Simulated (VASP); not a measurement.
# CaGe4 (I4/mmm) in VASP: single point with PBE

Aim: the single point of CaGe4 with PBE.

Everything below comes from runs of VASP 6.6.1. Logs are shortened: lines on timing, memory, paths and dates and some standing lists are left out, and cuts for length are marked.

## (1) The cell of the first run

It takes space group I4/mmm (No. 139, tetragonal). Conventional cell: a = 6.933 Å, b = 6.933 Å, c = 5.136 Å, α = 90.00°, β = 90.00°, γ = 90.00°. Within 4.0 Å of Ca (site symmetry 4/mmm) lie 12 Ge at 3.03 to 3.18 Å. Ge (site symmetry m2m) has 4 Ge at 2.65 to 2.82 Å and 3 Ca at 3.03 to 3.18 Å within 3.5 Å.

The cell was generated, and may not be a known phase.

## (2) Single point, PBE

INCAR reads:

```
PREC = Accurate
ENCUT = 520
EDIFF = 1E-6
ISMEAR = 0
SIGMA = 0.1
LREAL = False
LASPH = True
NELM = 100
ALGO = Normal
ISIF = 2
LWAVE = False
LCHARG = False
GGA = PE
NBANDS = 41
```

KPOINTS reads:

```
Automatic mesh
0
Gamma
  10 10 10
```

POSCAR reads:

```
CaGe4
1.0
   -3.4664986727      3.4664986727      2.5679495726
    3.4664986727     -3.4664986727      2.5679495726
    3.4664986727      3.4664986727     -2.5679495726
Ca Ge
1 4
Direct
    0.0000000000      0.0000000000      0.0000000000
    0.6911317194      0.6911317194      0.3822634387
    0.3088682806      0.3088682806      0.6177365613
    0.3088682806      0.6911317194      0.0000000000
    0.6911317194      0.3088682806      0.0000000000
```

Potentials or basis: VASP PAW PBE potentials, release 64 (Ca_sv, Ge_d).

Run with:

```bash
$ cat potpaw_PBE.64/Ca_sv/POTCAR potpaw_PBE.64/Ge_d/POTCAR > POTCAR
$ mpirun -np 1 vasp_std > vasp.out
```

OUTCAR:

```text
PREC = Accurate
   ENCUT = 520
   EDIFF = 1E-6
   ISMEAR = 0
   LREAL = False
   LASPH = True
   NELM = 100
   ISIF = 2
   GGA = PE

 ion  position               nearest neighbor table
   1  0.000  0.000  0.000-   4 3.03   5 3.03   3 3.03   2 3.03
   2  0.691  0.691  0.382-   4 2.65   5 2.65   3 2.82   3 2.82   1 3.03
   3  0.309  0.309  0.618-   4 2.65   5 2.65   2 2.82   2 2.82   1 3.03
   4  0.309  0.691  0.000-   2 2.65   3 2.65   5 2.82   5 2.82   1 3.03
   5  0.691  0.309  0.000-   2 2.65   3 2.65   4 2.82   4 2.82   1 3.03

  LATTYP: Found a body centered tetragonal cell.
 ALAT       =     6.9329973454
 C/A-ratio  =     0.7407905830

  Lattice vectors:

 A1 = (  -3.4664986727,   3.4664986727,   2.5679495726)
 A2 = (   3.4664986727,  -3.4664986727,   2.5679495726)
 A3 = (   3.4664986727,   3.4664986727,  -2.5679495726)

Analysis of symmetry for initial positions (statically):
=====================================================================
 Subroutine PRICEL returns:
 Original cell was already a primitive cell.

 Routine SETGRP: Setting up the symmetry group for a
 body centered tetragonal supercell.

 Subroutine GETGRP returns: Found 16 space group operations
 (whereof 16 operations were pure point group operations)
 out of a pool of 16 trial point group operations.

The static configuration has the point symmetry D_4h.

Analysis of symmetry for dynamics (positions and initial velocities):
=====================================================================
 Subroutine PRICEL returns:
 Original cell was already a primitive cell.

 Routine SETGRP: Setting up the symmetry group for a
 body centered tetragonal supercell.

 Subroutine GETGRP returns: Found 16 space group operations
 (whereof 16 operations were pure point group operations)
 out of a pool of 16 trial point group operations.

The dynamic configuration has the point symmetry D_4h.

 Subroutine INISYM returns: Found 16 space group operations
 (whereof 16 operations are pure point group operations),
 and found     1 'primitive' translations

----------------------------------------------------------------------------------------

                                     Primitive cell

  volume of cell :     123.4322

  direct lattice vectors                    reciprocal lattice vectors
    -3.466498673  3.466498673  2.567949573     0.000000000  0.144237759  0.194707873
     3.466498673 -3.466498673  2.567949573     0.144237759  0.000000000  0.194707873
     3.466498673  3.466498673 -2.567949573     0.144237759  0.144237759  0.000000000

  length of vectors
     5.534220009  5.534220009  5.534220009     0.242313200  0.242313200  0.203982995

  position of ions in fractional coordinates (direct lattice)
     0.000000000  0.000000000  0.000000000
     0.691131719  0.691131719  0.382263439
     0.308868281  0.308868281  0.617736561
     0.308868281  0.691131719  0.000000000
     0.691131719  0.308868281  0.000000000

  ion indices of the primitive-cell ions
   primitive index   ion index
                 1           1
                 2           2
                 3           3
                 4           4
                 5           5

----------------------------------------------------------------------------------------

 KPOINTS: Automatic mesh

Automatic generation of k-mesh.
 Grid dimensions read from file:
 generate k-points for:   10   10   10

 Generating k-lattice:

  Cartesian coordinates                     Fractional coordinates (reciprocal lattice)
     0.000000000  0.014423776  0.019470787     0.100000000 -0.000000000  0.000000000
     0.014423776  0.000000000  0.019470787    -0.000000000  0.100000000  0.000000000
     0.014423776  0.014423776  0.000000000     0.000000000  0.000000000  0.100000000

  Length of vectors
     0.024231320  0.024231320  0.020398299

  Shift w.r.t. Gamma in fractional coordinates (k-lattice)
     0.000000000  0.000000000  0.000000000

 Subroutine IBZKPT returns following result:
 ===========================================

 Found    102 irreducible k-points:

 Following reciprocal coordinates:
            Coordinates               Weight
  0.000000  0.000000  0.000000      1.000000
  0.100000  0.000000 -0.000000      8.000000
  0.200000  0.000000 -0.000000      8.000000
  0.300000  0.000000  0.000000      8.000000
  0.400000 -0.000000  0.000000      8.000000
  0.500000  0.000000 -0.000000      4.000000
[... 16 lines left out ...]
  0.300000  0.300000  0.000000      8.000000
  0.400000  0.300000  0.000000     16.000000
 [... further k-points ...]
   k-points           NKPTS =    102   k-points in BZ     NKDIM =    102   number of bands    NBANDS=     41
   number of dos      NEDOS =    301   number of ions     NIONS =      5
   total plane-waves  NPLWV =  74088
   dimension x,y,z NGX =    42 NGY =   42 NGZ =   42
   dimension x,y,z NGXF=    84 NGYF=   84 NGZF=   84
   ions per type =               1   4
   NGX,Y,Z   is equivalent  to a cutoff of  12.62, 12.62, 12.62 a.u.
   NGXF,Y,Z  is equivalent  to a cutoff of  25.23, 25.23, 25.23 a.u.
 SYSTEM =  unknown system
   PREC   = accura    normal or accurate (medium, high low for compatibility)
   ISTART =      0    job   : 0-new  1-cont  2-samecut
   ICHARG =      2    charge: 1-file 2-atom 10-const
   ISPIN  =      1    spin polarized calculation?
   LNONCOLLINEAR =      F non collinear calculations
   LSORBIT =      F    spin-orbit coupling
   LASPH  =      T    aspherical Exc in radial PAW
   ENCUT  =  520.0 eV  38.22 Ry    6.18 a.u.  10.29 10.29 10.29*2*pi/ulx,y,z
   NELM   =    100;   NELMIN=  2; NELMDL= -5     # of ELM steps
   EDIFF  = 0.1E-05   stopping-criterion for ELM
   LREAL  =      F    real-space projection
   EDIFFG = 0.1E-04   stopping-criterion for IOM
   NSW    =      0    number of steps for IOM
   IBRION =     -1    ionic relax: 0-MD 1-quasi-New 2-CG
   NFREE  =      0    steps in history (QN), initial steepest desc. (CG)
   ISIF   =      2    stress and relaxation
   ISYM   =      2    0-nonsym 1-usesym 2-fastsym
   POTIM  = 0.5000    time-step for ionic-motion
   TEBEG  =    0.0;   TEEND  =   0.0 temperature during run
   PSTRESS=    0.0 pullay stress
   NELECT =      66.0000    total number of electrons
   NUPDOWN=      -1.0000    fix difference up-down
   EMIN   =  10.00;   EMAX   =-10.00  energy-range for DOS
   EFERMI =   0.00;   METHOD = LEGACY
   ISMEAR =     0;   SIGMA  =   0.10  broadening in eV -4-tet -1-fermi 0-gaus
   EFERMI_NEDOS =   21; number of points for ismear=-14 and -15
   IALGO  =     38    algorithm
   IMIX   =      4    mixing-type and parameters
     AMIX     =   0.40;   BMIX     =  1.00
     AMIX_MAG =   1.60;   BMIX_MAG =  1.00
  volume/ion in A,a.u.               =      24.69       166.59
  Fermi-wavevector in a.u.,A,eV,Ry     =   1.328760  2.510993 24.022498  1.765604
  Thomas-Fermi vector in A             =   2.457974
   LORBIT       =      0    0 simple, 1 ext, 2 COOP (PROOUT), +10 PAW based schemes
   GGA     = PE    functional components
   LHFCALC =     F    Hartree Fock is set to
   AEXX    =    0.0000 exact exchange contribution
   IVDW    =     0    specifies the selected vdW correction
   LEPSILON=     F    determine dielectric tensor
   LRPA    =     F    only Hartree local field effects (RPA)
 non-spin polarized calculation
 Gauss-broadening in eV      SIGMA  =   0.10
  energy-cutoff  :      520.00
  volume of cell :      123.43
 maximum number of plane-waves:      3361
 NGX is ok and might be reduce to    42
   NGX = 21   NGY = 21   NGZ = 21

 number of electron      66.0000030 magnetization

 Free energy of the ion-electron system (eV)
  ---------------------------------------------------
  ext. energy  EPLUGINS =         0.00000000
  ---------------------------------------------------
  free energy    TOTEN  =       -20.42121302 eV

  energy without entropy =      -20.40943834  energy(sigma->0) =      -20.41532568

 E-fermi :   4.1176     XC(G=0):  -9.5808

 val. band max:        4.1153952163   @ k =   0.5000   0.5000   0.4000
 cond. band min:       4.1186958009   @ k =  -0.1000   0.3000   0.1000
 fundamental gap:      0.0033005846
 Fermi energy:         4.1176134860

 k-point     1 :       0.0000    0.0000    0.0000
  band No.  band energies     occupation
      1     -36.7740      2.00000
      2     -20.3729      2.00000
      3     -20.3448      2.00000
      4     -20.3375      2.00000
      5     -20.3135      2.00000
      6     -20.3135      2.00000
[... 33 lines left out ...]
     40       8.3999      0.00000
     41       8.5528      0.00000

 k-point     2 :       0.1000    0.0000   -0.0000
  band No.  band energies     occupation
      1     -36.7740      2.00000
      2     -20.3732      2.00000
      3     -20.3460      2.00000
      4     -20.3350      2.00000
      5     -20.3218      2.00000
      6     -20.3194      2.00000
[... 33 lines left out ...]
     40       8.5109      0.00000
     41       8.9428      0.00000

 k-point     3 :       0.2000    0.0000   -0.0000
  band No.  band energies     occupation
      1     -36.7739      2.00000
      2     -20.3730      2.00000
      3     -20.3473      2.00000
      4     -20.3322      2.00000
      5     -20.3299      2.00000
      6     -20.3298      2.00000
[... 33 lines left out ...]
     40       8.9705      0.00000
     41       9.2155      0.00000

 k-point     4 :       0.3000    0.0000    0.0000
  band No.  band energies     occupation
      1     -36.7738      2.00000
      2     -20.3710      2.00000
      3     -20.3478      2.00000
      4     -20.3403      2.00000
      5     -20.3400      2.00000
      6     -20.3241      2.00000
[... 825 lines left out ...]
     40       8.7867      0.00000
     41       9.0463      0.00000

 k-point    23 :       0.3000    0.3000    0.0000
  band No.  band energies     occupation
      1     -36.7737      2.00000
      2     -20.3566      2.00000
      3     -20.3558      2.00000
      4     -20.3501      2.00000
      5     -20.3462      2.00000
      6     -20.3179      2.00000
[... 33 lines left out ...]
     40       8.1409      0.00000
     41       8.7704      0.00000

 k-point    24 :       0.4000    0.3000    0.0000
  band No.  band energies     occupation
      1     -36.7738      2.00000
      2     -20.3596      2.00000
      3     -20.3537      2.00000
      4     -20.3455      2.00000
      5     -20.3401      2.00000
      6     -20.3177      2.00000
[... 33 lines left out ...]
     40       8.2285      0.00000
     41       8.9419      0.00000

 [... further k-points ...]

------------------------ aborting loop because EDIFF is reached ----------------------------------------

  FORCE on cell =-STRESS in cart. coord.  units (eV):
  Direction    XX          YY          ZZ          XY          YZ          ZX
  --------------------------------------------------------------------------------------
  -------------------------------------------------------------------------------------
  Total        0.0386980      0.0386980      0.0524308      0.0000000      0.0000000     -0.0000000
  in kB        0.5023089      0.5023089      0.6805638      0.0000000      0.0000000     -0.0000000
  external PRESSURE =       0.5617272 kB  Pullay stress =       0.0000000 kB

 VOLUME and BASIS-vectors are now :
 -----------------------------------------------------------------------------
  energy-cutoff  :      520.00
  volume of cell :      123.43
      direct lattice vectors                 reciprocal lattice vectors
    -3.466498673  3.466498673  2.567949573     0.000000000  0.144237759  0.194707873
     3.466498673 -3.466498673  2.567949573     0.144237759  0.000000000  0.194707873
     3.466498673  3.466498673 -2.567949573     0.144237759  0.144237759  0.000000000

 POSITION                                       TOTAL-FORCE (eV/Angst)
 -----------------------------------------------------------------------------------
      0.00000      0.00000      0.00000         0.000000     -0.000000      0.000000
      1.32512      1.32512      2.56795         0.000492      0.000492      0.000000
      2.14138      2.14138     -0.00000        -0.000492     -0.000492     -0.000000
      1.32512     -1.32512      2.56795         0.000492     -0.000492      0.000000
     -1.32512      1.32512      2.56795        -0.000492      0.000492      0.000000
 -----------------------------------------------------------------------------------
    total drift:                               -0.000000     -0.000000      0.000000

  FREE ENERGIE OF THE ION-ELECTRON SYSTEM (eV)
  ---------------------------------------------------
  free  energy   TOTEN  =       -20.4212130236 eV

  energy  without entropy=      -20.4094383352  energy(sigma->0) =      -20.41532568
```

It took 14 min on 1 thread of Intel Xeon Platinum 8488C (Sapphire Rapids), shared host; peak memory 0.53 GiB.

Results:

* Free energy: -20.4212 eV
* Pressure: 0.1 GPa
* Band gap on the k mesh: zero (bands 33 and 34 overlap by 1.35 eV)
